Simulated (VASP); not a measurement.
The system is BeH2.

```
Be H
1.0
    -0.02079    1.96451    1.93763
     3.89622   -0.06699    3.90068
     1.94892    1.97803   -0.03431
Be H
2 4
Direct
  0.02708 0.99514 0.00293
  0.98490 0.49802 0.02795
  0.24597 0.12767 0.25187
  0.74251 0.38348 0.74153
  0.24209 0.61955 0.25689
  0.73489 0.87836 0.75699
```

| Property | Result |
| --- | --- |
| Program | VASP 6.6.1 |
| Task | relaxation of cell and atoms |
| Functional | PBEsol |
| Potentials or basis | VASP PAW PBE potentials, release 64 (Be, H) |
| Cutoff | 600 eV |
| k mesh | 8 × 8 × 8 |
| Occupations | fermi-dirac, width 0.05 eV |
| Spin | no spin polarisation |

At the start: pressure 0.5 GPa; volume 5.09 Å³/atom.

Where does the relaxation end?

Over 69 steps the energy falls by 341.3 meV/atom and the volume is 5.84 Å³/atom (+14.7 %); space group Cc (No. 9, to 0.1 Å) before, R-3m (No. 166, to 0.1 Å).

Step by step:
```tsv
step	energy change (eV)	largest force (eV/Å)	pressure (GPa)	volume (Å³)
1	0.0000	0.1910	0.45	30.54
3	-0.0141	0.0440	-0.50	30.77
5	-0.0159	0.0407	-0.24	30.68
7	-0.0202	0.0300	0.71	30.39
9	-0.0427	0.1114	-0.21	30.83
11	-0.2521	1.4393	2.52	32.02
13	-0.3989	2.0724	4.81	32.23
15	-0.4056	2.8543	6.55	32.28
17	-0.4493	2.6738	6.24	32.34
19	-0.7295	0.7122	2.06	32.83
21	-0.7883	0.7446	-0.44	33.30
23	-0.9213	0.8341	-0.30	33.40
25	-1.2150	0.9987	1.80	33.54
27	-1.4745	0.9288	-0.89	34.11
29	-1.5011	1.0967	-1.47	34.28
31	-1.8401	1.1994	-2.23	34.28
33	-1.9940	0.4953	2.25	33.42
35	-2.0266	0.0991	1.13	33.99
37	-2.0330	0.1092	-0.34	34.55
39	-2.0355	0.0485	0.30	34.59
41	-2.0366	0.0361	0.22	34.84
43	-2.0369	0.0166	-0.11	35.02
45	-2.0373	0.0357	-0.03	35.04
47	-2.0377	0.0298	0.02	35.04
49	-2.0385	0.0531	0.23	35.06
51	-2.0391	0.0476	0.18	35.10
53	-2.0417	0.0335	-0.07	35.26
55	-2.0444	0.0343	-0.39	35.44
57	-2.0453	0.0284	-0.19	35.32
59	-2.0460	0.0169	0.05	35.12
61	-2.0465	0.0182	-0.09	35.04
63	-2.0468	0.0116	0.08	34.92
65	-2.0470	0.0174	0.10	34.91
67	-2.0473	0.0141	0.02	34.97
69	-2.0475	0.0057	0.01	35.03
```

Final structure:
```cif
data_structure
_symmetry_space_group_name_H-M 'P 1'
_symmetry_Int_Tables_number 1
_cell_length_a 2.3090
_cell_length_b 8.0630
_cell_length_c 2.3083
_cell_angle_alpha 72.847
_cell_angle_beta 60.015
_cell_angle_gamma 73.115
_cell_volume 35.03
loop_
_atom_site_label
_atom_site_type_symbol
_atom_site_fract_x
_atom_site_fract_y
_atom_site_fract_z
_atom_site_occupancy
Be1 Be 0.99160 0.00052 0.00279 1
Be2 Be 0.00086 0.50021 0.00985 1
H1 H 0.24763 0.11650 0.25552 1
H2 H 0.74487 0.38415 0.75717 1
H3 H 0.25679 0.61633 0.26192 1
H4 H 0.73569 0.88451 0.75091 1
```

Caveat: the structure was generated, so it needn't be the stable form of BeH2; a cell axis changed by over 15 % at a fixed basis, so the end point is rough; the PAW data sets were made with another functional, which shifts forces and pressure a little.
